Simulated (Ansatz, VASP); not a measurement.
# KCl: VASP and Ansatz over several settings

```
K Cl
1.0
     0.00000    3.14647    3.14647
     3.14647    0.00000    3.14647
     3.14647    3.14647    0.00000
K Cl
1 1
Direct
  0.00000 0.00000 0.00000
  0.50000 0.50000 0.50000
```

Single points on this cell with VASP 6.6.1 and Ansatz 0.2.0. Each row is one pair of runs. Alike in all rows: VASP's potentials, cutoff: VASP PAW PBE potentials, release 64 (K_sv, Cl), 520 eV.

```tsv
level	spin	k mesh	smearing	Ansatz's potentials, cutoff	gap on the k mesh at the Fermi level (eV), VASP	gap on the k mesh at the Fermi level (eV), Ansatz	least direct gap on the mesh (eV), VASP	least direct gap on the mesh (eV), Ansatz	pressure (GPa), VASP	pressure (GPa), Ansatz
PBE	off	7 × 7 × 7	gaussian, width 0.02 eV	Ansatz PAW, 420 eV	5.19	5.19	5.19	5.19	0.8	0.8
RPBE	off	7 × 7 × 7	gaussian, width 0.1 eV	Ansatz PAW, 420 eV	5.54	5.54	5.54	5.54	2.4	2.4
PBEsol	off	7 × 7 × 7	gaussian, width 0.1 eV	Ansatz PAW, 420 eV	5.02	?	5.02	?	-0.4	?
BLYP+D3(BJ)	collinear, typed start	7 × 7 × 7	gaussian, width 0.1 eV	Ansatz PAW, 420 eV	5.18	5.18	5.18	5.18	-0.8	-0.7
PBEsol	non-collinear, typed start	7 × 7 × 7	fermi-dirac, width 0.1 eV	JTH PAW LDA, 930 eV	5.02	5.03	5.02	5.03	-0.4	-0.3
PBE-based screened hybrid	off	4 × 4 × 4	fermi-dirac, width 0.05 eV	Ansatz PAW, 420 eV	6.79	6.79	6.79	6.79	0.4	0.4
```

**Question.** Fill in what Ansatz gave in row 3.

**Answer.** gap on the k mesh at the Fermi level (eV): 5.03; least direct gap on the mesh (eV): 5.03; pressure (GPa): -0.4.

The k mesh is coarse in some rows, so the values compare programs but aren't converged. Noted on Ansatz's runs: odd divisions of the mesh miss points on the zone boundary, where band edges often lie, so the gap on the mesh can be too wide.
